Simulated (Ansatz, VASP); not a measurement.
**Two plane-wave programs on BaTiO3**

```xyz
5
Lattice="4.0193 0.0000 0.0000 0.0000 4.0193 -0.0402 0.0000 -0.0402 4.0193" Properties=species:S:1:pos:R:3 pbc="T T T"
Ba    2.0096    1.9895    1.9895
Ti    0.0000    0.0000    0.0000
O     2.0096    0.0000    0.0000
O     0.0000    2.0096   -0.0201
O     0.0000   -0.0201    2.0096
```

Change from the starting cell: strain -0.0200 x Voigt [0, 0, 0, 1, 0, 0], atoms carried along.

Alike in both runs: task single point; functional PBE; k mesh 8 × 8 × 8; occupations gaussian, width 0.05 eV; no spin polarisation.

|  | VASP | Ansatz |
| --- | --- | --- |
| version | VASP 6.6.1 | Ansatz 0.2.0 |
| potentials or method | VASP PAW PBE potentials, release 64 (Ba_sv, Ti_sv, O), cutoff 520 eV | scalar-relativistic, plane waves, PAW |
| valence electrons in the cell | 40 | 40 |

```tsv
	VASP	Ansatz	Ansatz less VASP
gap on the k mesh at the Fermi level (eV)	1.67	1.73	+0.061
least direct gap on the mesh (eV)	1.78	1.81	+0.025
pressure (GPa)	1.7	0.0	-1.71
traceless stress, the component that is largest in VASP (GPa)	2.46	2.39	-0.069
```

Spin-orbit coupling is off throughout.
